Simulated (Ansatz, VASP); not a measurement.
One calculation of BaTiO3, two programs

```
CELL_PARAMETERS angstrom
3.98545 0.00000 0.00000
0.00000 3.98545 0.00000
0.00000 0.00000 4.20048
ATOMIC_POSITIONS crystal
Ba 0.50000 0.50000 0.59128
Ti 0.00000 0.00000 0.10842
O 0.00000 0.50000 0.06024
O 0.50000 0.00000 0.06024
O 0.00000 0.00000 0.53981
```

Alike in both runs: functional PBE; k mesh 8 × 8 × 8; occupations gaussian, width 0.02 eV; no spin polarisation.

Ansatz relaxed the structure, and its values are those at the end. VASP's run is a single point on that final structure, the one shown.

```csv
,VASP,Ansatz
version,VASP 6.6.1,Ansatz 0.2.0
potentials or method,"VASP PAW PBE potentials, release 64 (Ba_sv, Ti_sv, O_h), cutoff 1340 eV","scalar-relativistic, plane waves, PAW"
valence electrons in the cell,40,40
```

VASP gave:

* gap on the k mesh at the Fermi level (eV): 1.79
* least direct gap on the mesh (eV): 2.36
* pressure (GPa): 1.4
* rms of the force components (eV/Å): 0.022

Problem. What did Ansatz give for the same quantities?

Solution. gap on the k mesh at the Fermi level (eV): 1.84; least direct gap on the mesh (eV): 2.39; pressure (GPa): 0.0; rms of the force components (eV/Å): 0.001.

Neither program's run includes spin-orbit coupling.
